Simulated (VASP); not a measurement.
# Au (Im-3m) in VASP: a series of runs

The runs below take Au through single point, with PBEsol, r2SCAN.

All numbers are computed with VASP 6.6.1; they aren't measurements. Logs are shortened: lines on timing, memory, paths and dates and some standing lists are left out, and cuts for length are marked.

### Step 1. The cell of the first run

It takes space group Im-3m (No. 229, cubic). Conventional cell: a = 3.315 Å, b = 3.315 Å, c = 3.315 Å, α = 90.00°, β = 90.00°, γ = 90.00°. Within 3.8 Å of Au (site symmetry m-3m) lie 14 Au at 2.87 to 3.31 Å.

### Step 2. Single point, PBEsol

Contents of INCAR:

```
  PREC = Accurate
  ENCUT = 520
  EDIFF = 1E-7
  ISMEAR = -1
  SIGMA = 0.05
  LREAL = F
  LASPH = T
  NELM = 60
  ALGO = Fast
  ISIF = 2
  LWAVE = F
  LCHARG = F
  GGA = PS
  NBANDS = 12
```

Contents of KPOINTS:

```
regular mesh
0
Gamma
  6 6 6
```

Contents of POSCAR:

```
Au
1.0
   -1.6572690000      1.6572690000      1.6572690000
    1.6572690000     -1.6572690000      1.6572690000
    1.6572690000      1.6572690000     -1.6572690000
Au
1
Direct
    0.0000000000      0.0000000000      0.0000000000
```

Potentials or basis: VASP PAW PBE potentials, release 64 (Au).

On the command line:

```bash
cat potpaw_PBE.64/Au/POTCAR > POTCAR
mpirun -np 1 vasp_std > vasp.out
```

OUTCAR:

```text
PREC = Accurate
   ENCUT = 520
   EDIFF = 1E-7
   ISMEAR = -1
   LREAL = F
   LASPH = T
   NELM = 60
   ISIF = 2
   GGA = PS

 ion  position               nearest neighbor table
   1  0.000  0.000  0.000-

  LATTYP: Found a body centered cubic cell.
 ALAT       =     3.3145380000

  Lattice vectors:

 A1 = (  -1.6572690000,   1.6572690000,   1.6572690000)
 A2 = (   1.6572690000,  -1.6572690000,   1.6572690000)
 A3 = (   1.6572690000,   1.6572690000,  -1.6572690000)

Analysis of symmetry for initial positions (statically):
=====================================================================
 Subroutine PRICEL returns:
 Original cell was already a primitive cell.

 Routine SETGRP: Setting up the symmetry group for a
 body centered cubic supercell.

 Subroutine GETGRP returns: Found 48 space group operations
 (whereof 48 operations were pure point group operations)
 out of a pool of 48 trial point group operations.

The static configuration has the point symmetry O_h .

Analysis of symmetry for dynamics (positions and initial velocities):
=====================================================================
 Subroutine PRICEL returns:
 Original cell was already a primitive cell.

 Routine SETGRP: Setting up the symmetry group for a
 body centered cubic supercell.

 Subroutine GETGRP returns: Found 48 space group operations
 (whereof 48 operations were pure point group operations)
 out of a pool of 48 trial point group operations.

The dynamic configuration has the point symmetry O_h .

 Subroutine INISYM returns: Found 48 space group operations
 (whereof 48 operations are pure point group operations),
 and found     1 'primitive' translations

----------------------------------------------------------------------------------------

                                     Primitive cell

  volume of cell :      18.2070

  direct lattice vectors                    reciprocal lattice vectors
    -1.657269000  1.657269000  1.657269000     0.000000000  0.301701172  0.301701172
     1.657269000 -1.657269000  1.657269000     0.301701172  0.000000000  0.301701172
     1.657269000  1.657269000 -1.657269000     0.301701172  0.301701172  0.000000000

  length of vectors
     2.870474110  2.870474110  2.870474110     0.426669890  0.426669890  0.426669890

  position of ions in fractional coordinates (direct lattice)
     0.000000000  0.000000000  0.000000000

  ion indices of the primitive-cell ions
   primitive index   ion index
                 1           1

----------------------------------------------------------------------------------------

 KPOINTS: regular mesh

Automatic generation of k-mesh.
 Grid dimensions read from file:
 generate k-points for:    6    6    6

 Generating k-lattice:

  Cartesian coordinates                     Fractional coordinates (reciprocal lattice)
     0.000000000  0.050283529  0.050283529     0.166666667  0.000000000  0.000000000
     0.050283529  0.000000000  0.050283529     0.000000000  0.166666667  0.000000000
     0.050283529  0.050283529  0.000000000     0.000000000  0.000000000  0.166666667

  Length of vectors
     0.071111648  0.071111648  0.071111648

  Shift w.r.t. Gamma in fractional coordinates (k-lattice)
     0.000000000  0.000000000  0.000000000

 Subroutine IBZKPT returns following result:
 ===========================================

 Found     16 irreducible k-points:

 Following reciprocal coordinates:
            Coordinates               Weight
  0.000000  0.000000  0.000000      1.000000
  0.166667  0.000000  0.000000     12.000000
  0.333333  0.000000  0.000000     12.000000
  0.500000  0.000000  0.000000      6.000000
  0.166667  0.166667  0.000000     24.000000
  0.333333  0.166667  0.000000     48.000000
[... 8 lines left out ...]
  0.500000  0.500000  0.333333     12.000000
  0.500000  0.500000  0.500000      1.000000
   k-points           NKPTS =     16   k-points in BZ     NKDIM =     16   number of bands    NBANDS=     12
   number of dos      NEDOS =    301   number of ions     NIONS =      1
   total plane-waves  NPLWV =  13824
   dimension x,y,z NGX =    24 NGY =   24 NGZ =   24
   dimension x,y,z NGXF=    48 NGYF=   48 NGZF=   48
   ions per type =               1
   NGX,Y,Z   is equivalent  to a cutoff of  13.90, 13.90, 13.90 a.u.
   NGXF,Y,Z  is equivalent  to a cutoff of  27.80, 27.80, 27.80 a.u.
 SYSTEM =  unknown system
   PREC   = accura    normal or accurate (medium, high low for compatibility)
   ISTART =      0    job   : 0-new  1-cont  2-samecut
   ICHARG =      2    charge: 1-file 2-atom 10-const
   ISPIN  =      1    spin polarized calculation?
   LNONCOLLINEAR =      F non collinear calculations
   LSORBIT =      F    spin-orbit coupling
   LASPH  =      T    aspherical Exc in radial PAW
   ENCUT  =  520.0 eV  38.22 Ry    6.18 a.u.   5.34  5.34  5.34*2*pi/ulx,y,z
   NELM   =     60;   NELMIN=  2; NELMDL= -5     # of ELM steps
   EDIFF  = 0.1E-06   stopping-criterion for ELM
   LREAL  =      F    real-space projection
   EDIFFG = 0.1E-05   stopping-criterion for IOM
   NSW    =      0    number of steps for IOM
   IBRION =     -1    ionic relax: 0-MD 1-quasi-New 2-CG
   NFREE  =      0    steps in history (QN), initial steepest desc. (CG)
   ISIF   =      2    stress and relaxation
   ISYM   =      2    0-nonsym 1-usesym 2-fastsym
   POTIM  = 0.5000    time-step for ionic-motion
   TEBEG  =    0.0;   TEEND  =   0.0 temperature during run
   PSTRESS=    0.0 pullay stress
   NELECT =      11.0000    total number of electrons
   NUPDOWN=      -1.0000    fix difference up-down
   EMIN   =  10.00;   EMAX   =-10.00  energy-range for DOS
   EFERMI =   0.00;   METHOD = LEGACY
   ISMEAR =    -1;   SIGMA  =   0.05  broadening in eV -4-tet -1-fermi 0-gaus
   EFERMI_NEDOS =   21; number of points for ismear=-14 and -15
   IALGO  =     68    algorithm
   IMIX   =      4    mixing-type and parameters
     AMIX     =   0.40;   BMIX     =  1.00
     AMIX_MAG =   1.60;   BMIX_MAG =  1.00
  volume/ion in A,a.u.               =      18.21       122.87
  Fermi-wavevector in a.u.,A,eV,Ry     =   1.383968  2.615320 26.060157  1.915367
  Thomas-Fermi vector in A             =   2.508516
   LORBIT       =      0    0 simple, 1 ext, 2 COOP (PROOUT), +10 PAW based schemes
   GGA     = PS    functional components
   LHFCALC =     F    Hartree Fock is set to
   AEXX    =    0.0000 exact exchange contribution
   IVDW    =     0    specifies the selected vdW correction
   LEPSILON=     F    determine dielectric tensor
   LRPA    =     F    only Hartree local field effects (RPA)
 non-spin polarized calculation
 RMM-DIIS sequential band-by-band and
  energy-cutoff  :      520.00
  volume of cell :       18.21
 maximum number of plane-waves:       500
 NGX is ok and might be reduce to    24
   NGX = 11   NGY = 11   NGZ = 11

 number of electron      10.9999998 magnetization

 Free energy of the ion-electron system (eV)
  ---------------------------------------------------
  ext. energy  EPLUGINS =         0.00000000
  ---------------------------------------------------
  free energy    TOTEN  =        -3.78471647 eV

  energy without entropy =       -3.77075118  energy(sigma->0) =       -3.77773382

 E-fermi :   8.4673     XC(G=0): -12.5042

 val. band max:        8.3904153475   @ k =   0.1667   0.1667   0.1667
 cond. band min:       8.5300182513   @ k =   0.3333   0.1667   0.0000
 fundamental gap:      0.1396029038
 Fermi energy:         8.4673260756

 k-point     1 :       0.0000    0.0000    0.0000
  band No.  band energies     occupation
      1      -1.0165      2.00000
      2       3.6745      2.00000
      3       3.6745      2.00000
      4       3.6745      2.00000
      5       5.4293      2.00000
      6       5.4293      2.00000
      7      24.6887      0.00000
      8      24.6887      0.00000
      9      24.6887      0.00000
     10      31.3246      0.00000
     11      31.3246      0.00000
     12      31.3247      0.00000

 k-point     2 :       0.1667    0.0000    0.0000
  band No.  band energies     occupation
      1      -0.0995      2.00000
      2       3.4103      2.00000
      3       3.6976      2.00000
      4       4.3090      2.00000
      5       5.1917      2.00000
      6       5.4532      2.00000
      7      23.0616      0.00000
      8      24.2633      0.00000
      9      25.7994      0.00000
     10      27.5868      0.00000
     11      28.3852      0.00000
     12      28.5502      0.00000

 k-point     3 :       0.3333    0.0000    0.0000
  band No.  band energies     occupation
      1       1.4120      2.00000
      2       2.9226      2.00000
      3       4.6324      2.00000
      4       5.2614      2.00000
      5       5.5392      2.00000
      6       5.8298      2.00000
      7      16.3533      0.00000
      8      21.6913      0.00000
      9      23.7749      0.00000
     10      28.2105      0.00000
     11      28.2510      0.00000
     12      31.3860      0.00000

 k-point     4 :       0.5000    0.0000    0.0000
  band No.  band energies     occupation
      1       1.5164      2.00000
      2       2.6960      2.00000
      3       5.2893      2.00000
      4       5.6029      2.00000
      5       6.7932      2.00000
      6       7.8027      2.00000
      7      11.3754      0.00000
      8      20.5141      0.00000
      9      21.6216      0.00000
     10      29.0595      0.00000
     11      29.5181      0.00000
     12      30.8429      0.00000

 k-point     5 :       0.1667    0.1667    0.0000
  band No.  band energies     occupation
      1       1.3524      2.00000
      2       3.3206      2.00000
      3       3.3277      2.00000
      4       5.0244      2.00000
      5       5.5449      2.00000
      6       5.8076      2.00000
      7      19.4238      0.00000
      8      21.0288      0.00000
      9      23.7911      0.00000
     10      26.5580      0.00000
     11      29.8764      0.00000
     12      31.5090      0.00000
[... 108 lines left out ...]
      1       2.8697      2.00000
      2       2.9302      2.00000
      3       3.7039      2.00000
      4       5.2426      2.00000
      5       6.0600      2.00000
      6       9.8376      0.00000
      7      14.2450      0.00000
      8      16.1734      0.00000
      9      23.9564      0.00000
     10      25.1268      0.00000
     11      28.7927      0.00000
     12      30.8893      0.00000

 k-point    14 :      -0.3333    0.3333    0.3333
  band No.  band energies     occupation
      1       2.6826      2.00000
      2       2.7111      2.00000
      3       5.0160      2.00000
      4       5.0160      2.00000
      5       5.6741      2.00000
      6       8.3091      1.91889
      7      18.0828      0.00000
      8      18.0828      0.00000
      9      19.6544      0.00000
     10      23.3257      0.00000
     11      28.5446      0.00000
     12      33.7382      0.00000

 k-point    15 :       0.5000    0.5000    0.3333
  band No.  band energies     occupation
      1       2.3080      2.00000
      2       2.4667      2.00000
      3       5.1664      2.00000
      4       5.4514      2.00000
      5       6.5352      2.00000
      6      12.2443      0.00000
      7      12.9951      0.00000
      8      16.2895      0.00000
      9      20.8721      0.00000
     10      24.5874      0.00000
     11      24.7017      0.00000
     12      32.9474      0.00000

 k-point    16 :       0.5000    0.5000    0.5000
  band No.  band energies     occupation
      1       1.9405      2.00000
      2       1.9405      2.00000
      3       6.4517      2.00000
      4       6.4517      2.00000
      5       6.4517      2.00000
      6      14.3965      0.00000
      7      14.3965      0.00000
      8      14.3965      0.00000
      9      17.1221      0.00000
     10      23.4917      0.00000
     11      23.4917      0.00000
     12      32.6637      0.00000

------------------------ aborting loop because EDIFF is reached ----------------------------------------

  FORCE on cell =-STRESS in cart. coord.  units (eV):
  Direction    XX          YY          ZZ          XY          YZ          ZX
  --------------------------------------------------------------------------------------
  -------------------------------------------------------------------------------------
  Total       -1.0952999     -1.0952999     -1.0952999     -0.0000000     -0.0000000      0.0000000
  in kB      -96.3839282    -96.3839282    -96.3839282     -0.0000000     -0.0000000      0.0000000
  external PRESSURE =     -96.3839282 kB  Pullay stress =       0.0000000 kB

 VOLUME and BASIS-vectors are now :
 -----------------------------------------------------------------------------
  energy-cutoff  :      520.00
  volume of cell :       18.21
      direct lattice vectors                 reciprocal lattice vectors
    -1.657269000  1.657269000  1.657269000     0.000000000  0.301701172  0.301701172
     1.657269000 -1.657269000  1.657269000     0.301701172  0.000000000  0.301701172
     1.657269000  1.657269000 -1.657269000     0.301701172  0.301701172  0.000000000

 POSITION                                       TOTAL-FORCE (eV/Angst)
 -----------------------------------------------------------------------------------
      0.00000      0.00000      0.00000        -0.000000     -0.000000      0.000000
 -----------------------------------------------------------------------------------
    total drift:                               -0.000000      0.000000      0.000000

  FREE ENERGIE OF THE ION-ELECTRON SYSTEM (eV)
  ---------------------------------------------------
  free  energy   TOTEN  =        -3.7847164712 eV

  energy  without entropy=       -3.7707511757  energy(sigma->0) =       -3.77773382
```

Wall time 4.3 s (1 thread of Intel Xeon 8259CL, shared host); peak memory 0.14 GiB.

Results:

```yaml
Free_energy: -3.7847 eV
Pressure: -9.6 GPa
```

Levels at points of the mesh, in eV from the Fermi level:
```csv
k point,band 2,band 3,band 4,band 5,band 6,band 7,band 8,band 9,band 10,band 11
"(0.00, 0.00, 0.00)",-4.79,-4.79,-4.79,-3.04,-3.04,16.22,16.22,16.22,22.86,22.86
"(0.50, 0.00, 0.00)",-5.77,-3.18,-2.86,-1.67,-0.66,2.91,12.05,13.15,20.59,21.05
"(0.50, 0.50, 0.50)",-6.53,-2.02,-2.02,-2.02,5.93,5.93,5.93,8.65,15.02,15.02
```

Caveat: the k points lie up to 0.45 Å⁻¹ apart; the PAW data sets were made with another functional, which shifts forces and pressure a little; spin-orbit coupling is left out, which moves the levels of the heavy elements.

### Step 3. Single point, r2SCAN

POSCAR is that of step 2.

Contents of INCAR.step1:

```
PREC     = Accurate       # precision mode
ENCUT    = 520            # plane-wave cutoff, eV
ISMEAR   = -1             # smearing method
SIGMA    = 0.05           # smearing width, eV
LREAL    = F              # projectors in reciprocal space
LASPH    = T              # aspherical terms in the spheres
NELM     = 60             # most SCF steps
NBANDS   = 12             # bands
GGA      = PE             # functional
ALGO     = Normal         # electronic algorithm
EDIFF    = 1E-4           # SCF threshold, eV
LWAVE    = T              # write WAVECAR
LCHARG   = F              # write CHGCAR
```

Contents of INCAR.step2:

```
PREC     = Accurate       # precision mode
ENCUT    = 520            # plane-wave cutoff, eV
EDIFF    = 1E-6           # SCF threshold, eV
ISMEAR   = -1             # smearing method
SIGMA    = 0.05           # smearing width, eV
LREAL    = F              # projectors in reciprocal space
LASPH    = T              # aspherical terms in the spheres
NELM     = 60             # most SCF steps
ALGO     = Normal         # electronic algorithm
ISIF     = 2              # what is computed and relaxed
LWAVE    = F              # write WAVECAR
LCHARG   = F              # write CHGCAR
METAGGA  = R2SCAN         # meta-GGA
LMIXTAU  = T            
NBANDS   = 12             # bands
ISTART   = 1
```

Contents of KPOINTS:

```
Automatic mesh
0
Gamma
  6 6 6
```

Potentials or basis: VASP PAW PBE potentials, release 64 (Au).

On the command line:

```bash
cat potpaw_PBE.64/Au/POTCAR > POTCAR
cp INCAR.step1 INCAR
mpirun -np 1 vasp_std > vasp.out
cp INCAR.step2 INCAR
mpirun -np 1 vasp_std > vasp.out
```

Wall time 16 s (1 thread of Intel Xeon 8259CL, shared host); peak memory 0.14 GiB.

The run converged. Its results:

```yaml
Free_energy: -50.4746 eV
Pressure: -4.7 GPa
```

Levels at points of the mesh, in eV from the Fermi level:
```
           k point  band 2  band 3  band 4  band 5  band 6  band 7  band 8  band 9  band 10  band 11
(0.00, 0.00, 0.00)   -5.10   -5.10   -5.10   -3.33   -3.33   17.11   17.11   17.11    23.75    23.75
(0.50, 0.00, 0.00)   -6.09   -3.46   -3.16   -1.89   -0.46    3.00   12.76   13.74    21.51    21.94
(0.50, 0.50, 0.50)   -6.84   -2.24   -2.24   -2.24    6.29    6.29    6.29    9.04    15.72    15.72
```

Caveat: the k points lie up to 0.45 Å⁻¹ apart; the PAW data sets were made with another functional, which shifts forces and pressure a little; spin-orbit coupling is left out, which moves the levels of the heavy elements.
